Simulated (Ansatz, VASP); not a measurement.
Gd: VASP beside Ansatz

INCAR

```
SYSTEM = Gd
PREC = Accurate
ENCUT = 520
EDIFF = 1E-7
ISMEAR = 0
SIGMA = 0.016
LREAL = .False.
LASPH = .True.
NELM = 150
ALGO = Normal
ISIF = 2
LWAVE = .False.
LCHARG = .False.
ISPIN = 2
MAGMOM = 7 7
LORBIT = 11
LMAXMIX = 6
GGA = PE
NBANDS = 29
```

Contents of KPOINTS:

```
regular mesh
0
Gamma
  8 8 5
  0 0 0
```

The input POSCAR:

```
Gd
1.0
    3.6360000000      0.0000000000      0.0000000000
   -1.8180000000      3.1488683682      0.0000000000
    0.0000000000      0.0000000000      5.7826000000
Gd
2
Direct
    0.6666666667      0.3333333333      0.7500000000
    0.3333333333      0.6666666667      0.2500000000
```

The input input.yaml:

```yaml
crystal:
  lattice:
    - [3.636, 0.0, 0.0]
    - [-1.818, 3.1488683682, 0.0]
    - [0.0, 0.0, 5.7826]
  atoms:
    - { symbol: Gd, position: [0.6666666667, 0.3333333333, 0.75], spin: 7.0 }
    - { symbol: Gd, position: [0.3333333333, 0.6666666667, 0.25], spin: 7.0 }
hamiltonian:
  xc: pbe
  pseudopotentials: { kind: paw }
magnetization:
  spin_polarized: true
kpoints:
  mp_grid: { grid: [8, 8, 5] }
scf:
  occupations: { method: gaussian, width: 0.016 }
output:
  forces: true
  stress: true
  eigenvalues: true
  write_density: true
  write_potential: true
  elf: true
  volumetric_format: npy
```

Alike in both runs: task single point; functional PBE; k mesh 8 × 8 × 5; occupations gaussian, width 0.016 eV; collinear spin.

```csv
,VASP,Ansatz
version,VASP 6.6.1,Ansatz 0.2.0
potentials or method,"VASP PAW PBE potentials, release 64 (Gd)",Ansatz PAW
plane-wave cutoff (eV),520,420
valence electrons in the cell,36,36
```

|  | VASP | Ansatz | Ansatz less VASP |
| --- | --- | --- | --- |
| gap on the k mesh at the Fermi level (eV) | none | none | - |
| pressure (GPa) | 0.6 | 0.6 | +0.01 |
| traceless stress, the component that is largest in VASP (GPa) | 0.24 | 0.25 | +0.008 |
| net moment per atom (μB) | 7.60 | 7.59 | -0.001 |
| size of the moment on the site where the two differ most (μB) | 6.98 | 7.33 | +0.345 |

Site moments also hang on the region over which each program counts them. A gap of «none» marks a metal or a gap that the smearing closes.

Spin-orbit coupling is off throughout.
